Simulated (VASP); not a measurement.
Runs of VASP 6.6.1 on GaSb. The structure is that of space group I-4m2 (No. 119), or close to it. The cells are those of the table. 

| cell | gap on the mesh (eV) | pressure (GPa) |
| --- | --- | --- |
| a = 4.120 Å, angles 98.2, 98.2, 135.6°, 2 atoms | none | (a) |
| a = 4.289 Å, angles 98.2, 98.2, 135.6°, 2 atoms | none | -5.3 |
| a = 4.248 Å, angles 98.2, 98.2, 135.6°, 2 atoms | none | -4.2 |
| a = 4.164 Å, angles 98.2, 98.2, 135.6°, 2 atoms | none | -1.3 |

Alike in all rows: task single point; level PBEsol; potentials or basis VASP PAW PBE potentials, release 64 (Ga_d, Sb); no spin polarisation; k mesh 8 × 8 × 8; cutoff (eV) 500; smearing fermi-dirac 0.1 eV.

**Question.** Fill in the values left out.

**Answer.** (a) 0.6.

Caveats: the PAW data sets were made with another functional, which shifts forces and pressure a little; spin-orbit coupling is left out, which moves the levels of the heavy elements.

A k mesh can miss the band edges, and the runs leave out spin-orbit coupling on Ga, Sb.

A gap of «none» marks levels without a gap at the run's occupations.
